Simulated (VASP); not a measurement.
# KCl (P2_13) in VASP: single point with PBEsol

Aim: the single point of KCl with PBEsol.

Program: VASP 6.6.1. These are calculated values, not measurements. Logs are shortened: lines on timing, memory, paths and dates and some standing lists are left out, and cuts for length are marked.

## (1) The cell of the first run

The structure is cubic, space group P2_13 (No. 198). The conventional cell has a = 6.244 Å, b = 6.244 Å, c = 6.244 Å, α = 90.00°, β = 90.00°, γ = 90.00°. Within 4.1 Å of K (site symmetry 3) lie 6 Cl at 3.12 Å. Within 4.1 Å of Cl (site symmetry 3) lie 6 K at 3.12 Å.

## (2) Single point, PBEsol

INCAR

```
ALGO = Normal
EDIFF = 1E-7
ENCUT = 520
GGA = PS
ISIF = 2
ISMEAR = -1
LASPH = T
LCHARG = F
LREAL = F
LWAVE = F
NBANDS = 42
NELM = 80
PREC = Accurate
SIGMA = 0.03
```

KPOINTS

```
k-points
0
Gamma
  4 4 4
```

POSCAR

```
KCl
1.0
    6.2437714079      0.0000000000      0.0000000000
    0.0000000000      6.2437714079      0.0000000000
    0.0000000000      0.0000000000      6.2437714079
K Cl
4 4
Direct
    0.7503797184      0.7496202816      0.2503797184
    0.7496202816      0.2503797184      0.7503797184
    0.2503797184      0.7503797184      0.7496202816
    0.2496202816      0.2496202816      0.2496202816
    0.2495887111      0.2504112889      0.7495887111
    0.2504112889      0.7495887111      0.2495887111
    0.7495887111      0.2495887111      0.2504112889
    0.7504112889      0.7504112889      0.7504112889
```

Potentials or basis: VASP PAW PBE potentials, release 64 (K_sv, Cl).

Started as:

```console
cat potpaw_PBE.64/K_sv/POTCAR potpaw_PBE.64/Cl/POTCAR > POTCAR
mpirun -np 1 vasp_std > vasp.out
```

OUTCAR:

```text
EDIFF = 1E-7
   ENCUT = 520
   GGA = PS
   ISIF = 2
   ISMEAR = -1
   LASPH = T
   LREAL = F
   NELM = 80
   PREC = Accurate

 ion  position               nearest neighbor table
   1  0.750  0.750  0.250-   6 3.12   7 3.12   8 3.12   8 3.12   6 3.12   7 3.12
   2  0.750  0.250  0.750-   5 3.12   7 3.12   8 3.12   7 3.12   8 3.12   5 3.12
   3  0.250  0.750  0.750-   5 3.12   6 3.12   8 3.12   5 3.12   8 3.12   6 3.12
   4  0.250  0.250  0.250-   5 3.12   6 3.12   7 3.12   5 3.12   6 3.12   7 3.12
   5  0.250  0.250  0.750-   2 3.12   3 3.12   4 3.12   4 3.12   2 3.12   3 3.12
   6  0.250  0.750  0.250-   1 3.12   3 3.12   4 3.12   3 3.12   4 3.12   1 3.12
   7  0.750  0.250  0.250-   1 3.12   2 3.12   4 3.12   1 3.12   4 3.12   2 3.12
   8  0.750  0.750  0.750-   1 3.12   2 3.12   3 3.12   1 3.12   2 3.12   3 3.12

  LATTYP: Found a simple cubic cell.
 ALAT       =     6.2437714079

  Lattice vectors:

 A1 = (   6.2437714079,   0.0000000000,   0.0000000000)
 A2 = (   0.0000000000,   6.2437714079,   0.0000000000)
 A3 = (   0.0000000000,   0.0000000000,   6.2437714079)

Analysis of symmetry for initial positions (statically):
=====================================================================
 Subroutine PRICEL returns:
 Original cell was already a primitive cell.

 Routine SETGRP: Setting up the symmetry group for a
 simple cubic supercell.

 Subroutine GETGRP returns: Found 12 space group operations
 (whereof  3 operations were pure point group operations)
 out of a pool of 48 trial point group operations.

The static configuration has the point symmetry C_3 .
 The point group associated with its full space group is T   .

Analysis of symmetry for dynamics (positions and initial velocities):
=====================================================================
 Subroutine PRICEL returns:
 Original cell was already a primitive cell.

 Routine SETGRP: Setting up the symmetry group for a
 simple cubic supercell.

 Subroutine GETGRP returns: Found 12 space group operations
 (whereof  3 operations were pure point group operations)
 out of a pool of 48 trial point group operations.

The dynamic configuration has the point symmetry C_3 .
 The point group associated with its full space group is T   .

 Subroutine INISYM returns: Found 12 space group operations
 (whereof  3 operations are pure point group operations),
 and found     1 'primitive' translations

----------------------------------------------------------------------------------------
[... 97 lines left out ...]
   ISIF   =      2    stress and relaxation
   ISYM   =      2    0-nonsym 1-usesym 2-fastsym
   POTIM  = 0.5000    time-step for ionic-motion
   TEBEG  =    0.0;   TEEND  =   0.0 temperature during run
   PSTRESS=    0.0 pullay stress
   NELECT =      64.0000    total number of electrons
   NUPDOWN=      -1.0000    fix difference up-down
   EMIN   =  10.00;   EMAX   =-10.00  energy-range for DOS
   EFERMI =   0.00;   METHOD = LEGACY
   ISMEAR =    -1;   SIGMA  =   0.03  broadening in eV -4-tet -1-fermi 0-gaus
   EFERMI_NEDOS =   21; number of points for ismear=-14 and -15
   IALGO  =     38    algorithm
   IMIX   =      4    mixing-type and parameters
     AMIX     =   0.40;   BMIX     =  1.00
     AMIX_MAG =   1.60;   BMIX_MAG =  1.00
  volume/ion in A,a.u.               =      30.43       205.33
  Fermi-wavevector in a.u.,A,eV,Ry     =   1.048788  1.981922 14.965822  1.099957
  Thomas-Fermi vector in A             =   2.183724
   LORBIT       =      0    0 simple, 1 ext, 2 COOP (PROOUT), +10 PAW based schemes
   GGA     = PS    functional components
   LHFCALC =     F    Hartree Fock is set to
   AEXX    =    0.0000 exact exchange contribution
   IVDW    =     0    specifies the selected vdW correction
   LEPSILON=     F    determine dielectric tensor
   LRPA    =     F    only Hartree local field effects (RPA)
 non-spin polarized calculation
  energy-cutoff  :      520.00
  volume of cell :      243.41
 maximum number of plane-waves:      6704
 NGX is ok and might be reduce to    48
   NGX = 23   NGY = 23   NGZ = 23

 number of electron      63.9999994 magnetization

 Free energy of the ion-electron system (eV)
  ---------------------------------------------------
  ext. energy  EPLUGINS =         0.00000000
  ---------------------------------------------------
  free energy    TOTEN  =       -28.09279793 eV

  energy without entropy =      -28.09279793  energy(sigma->0) =      -28.09279793

 E-fermi :  -1.0788     XC(G=0):  -7.8224

 val. band max:       -1.8116302995   @ k =   0.0000   0.0000   0.0000
 cond. band min:       3.2862513463   @ k =   0.0000   0.0000   0.0000
 fundamental gap:      5.0978816459
 Fermi energy:        -1.0787904992

 k-point     1 :       0.0000    0.0000    0.0000
  band No.  band energies     occupation
      1     -28.7996      2.00000
      2     -28.7834      2.00000
      3     -28.7834      2.00000
      4     -28.7834      2.00000
      5     -13.9305      2.00000
      6     -13.8217      2.00000
[... 484 lines left out ...]
     41       8.7426      0.00000
     42       8.7426      0.00000

------------------------ aborting loop because EDIFF is reached ----------------------------------------

  FORCE on cell =-STRESS in cart. coord.  units (eV):
  Direction    XX          YY          ZZ          XY          YZ          ZX
  --------------------------------------------------------------------------------------
  -------------------------------------------------------------------------------------
  Total        0.0663378      0.0663378      0.0663378      0.0000000     -0.0000000      0.0000000
  in kB        0.4366471      0.4366471      0.4366471      0.0000000     -0.0000000      0.0000000
  external PRESSURE =       0.4366471 kB  Pullay stress =       0.0000000 kB

 VOLUME and BASIS-vectors are now :
 -----------------------------------------------------------------------------
  energy-cutoff  :      520.00
  volume of cell :      243.41
      direct lattice vectors                 reciprocal lattice vectors
     6.243771408  0.000000000  0.000000000     0.160159611  0.000000000  0.000000000
     0.000000000  6.243771408  0.000000000     0.000000000  0.160159611  0.000000000
     0.000000000  0.000000000  6.243771408     0.000000000  0.000000000  0.160159611

 POSITION                                       TOTAL-FORCE (eV/Angst)
 -----------------------------------------------------------------------------------
      4.68520      4.68046      1.56331        -0.000886      0.000886     -0.000886
      4.68046      1.56331      4.68520         0.000886     -0.000886     -0.000886
      1.56331      4.68520      4.68046        -0.000886     -0.000886      0.000886
      1.55857      1.55857      1.55857         0.000886      0.000886      0.000886
      1.55837      1.56351      4.68026         0.001289     -0.001289      0.001289
      1.56351      4.68026      1.55837        -0.001289      0.001289      0.001289
      4.68026      1.55837      1.56351         0.001289      0.001289     -0.001289
      4.68540      4.68540      4.68540        -0.001289     -0.001289     -0.001289
 -----------------------------------------------------------------------------------
    total drift:                                0.000000      0.000000      0.000000

  FREE ENERGIE OF THE ION-ELECTRON SYSTEM (eV)
  ---------------------------------------------------
  free  energy   TOTEN  =       -28.0927979291 eV

  energy  without entropy=      -28.0927979291  energy(sigma->0) =      -28.09279793
```

It took 2 min on 1 thread of AMD EPYC 7R43 (Zen 3), shared host; peak memory 0.32 GiB.

Results:

- Free energy: -28.0928 eV
- Pressure: 0.0 GPa
- Band gap on the k mesh: 5.10 eV

Forces in eV/Å, atoms in the order of the input:
```
K   -0.001  0.001 -0.001
K    0.001 -0.001 -0.001
K   -0.001 -0.001  0.001
K    0.001  0.001  0.001
Cl   0.001 -0.001  0.001
Cl  -0.001  0.001  0.001
Cl   0.001  0.001 -0.001
Cl  -0.001 -0.001 -0.001
```

Levels at points of the mesh, in eV from the valence-band top:
```tsv
k point	band 29	band 30	band 31	band 32	band 33	band 34	band 35	band 36
(0.00, 0.00, 0.00)	-0.23	0.00	0.00	0.00	5.10	6.38	6.38	6.38
(0.50, 0.00, 0.00)	-0.14	-0.14	-0.14	-0.14	6.59	6.59	7.12	7.12
(0.50, 0.50, 0.00)	-0.34	-0.34	-0.34	-0.34	7.58	7.58	7.58	7.58
(0.50, 0.50, 0.50)	-0.35	-0.35	-0.35	-0.35	7.49	7.49	7.49	7.49
```

Caveat: the PAW data sets were made with another functional, which shifts forces and pressure a little. As with any semilocal functional, this PBEsol gap is likely too small.
